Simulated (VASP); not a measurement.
A run of VASP 6.6.1 is set up as follows.

File INCAR:

```
  PREC = Accurate
  ENCUT = 500
  EDIFF = 1E-8
  ISMEAR = -1
  SIGMA = 0.08
  LREAL = F
  LASPH = T
  NELM = 120
  ALGO = Normal
  ISIF = 3
  LWAVE = F
  LCHARG = F
  GGA = PS
  IBRION = 6
  NFREE = 2
  POTIM = 0.015
  NSW = 1
  GGA_COMPAT = F
```

Contents of KPOINTS:

```
regular mesh
0
Gamma
  18 18 16
```

The input POSCAR:

```
MoP
1.0
    3.2015844412      0.0000000000      0.0000000000
   -1.6007922206      2.7726534585      0.0000000000
    0.0000000000      0.0000000000      3.1705378643
Mo P
1 1
Direct
    0.0000000000      0.0000000000      0.0000000000
    0.3333333333      0.6666666667      0.5000000000
```

Potentials or basis: VASP PAW PBE potentials, release 64 (Mo_sv, P).

Launch:

```console
$ cat potpaw_PBE.64/Mo_sv/POTCAR potpaw_PBE.64/P/POTCAR > POTCAR
$ mpirun -np 1 vasp_std > vasp.out
```

Question: Predict the Voigt bulk modulus.

Answer: 246 GPa.

Question: What does it give for the highest phonon frequency at Γ?

Answer: 414 cm⁻¹.

Elastic tensor in Voigt notation (GPa, in the Cartesian axes of the cell as first typed):
```
368 136 171   0   0   0
136 368 171   0   0   0
171 171 521   0   0   0
  0   0   0 187   0   0
  0   0   0   0 187   0
  0   0   0   0   0 116
```

Caveat: the cell is under stress, which shifts elastic constants; the PAW data sets were made with another functional, which shifts forces and pressure a little.
